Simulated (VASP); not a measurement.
Runs of VASP 6.6.1 on Cu. The structure is that of space group Fm-3m (No. 225), or close to it. The cells are those of the table. 

```tsv
cell	gap on the mesh (eV)	pressure (GPa)
a = 2.352 Å, angles 60.0°, 1 atom	none	(b)
a = 2.761 Å, angles 60.0°, 1 atom	none	-16.9
a = 2.456, b = 2.456, c = 2.352 Å, angles 61.4, 61.4, 57.2°, 1 atom	none	(a)
a = 2.660, b = 2.660, c = 2.556 Å, angles 61.3, 61.3, 57.4°, 1 atom	none	-7.0
a = 2.403, b = 2.403, c = 2.454 Å, angles 59.3, 59.3, 61.4°, 1 atom	none	39.6
```

Alike in all rows: task single point; level PBE; potentials or basis VASP PAW PBE potentials, release 64 (Cu); no spin polarisation; k mesh 22 × 22 × 22; cutoff (eV) 520; smearing gaussian 0.15 eV.

**Question.** Fill in the values left out.

**Answer.** (a) 40.5; (b) 71.8.

A gap of «none» marks levels without a gap at the run's occupations.
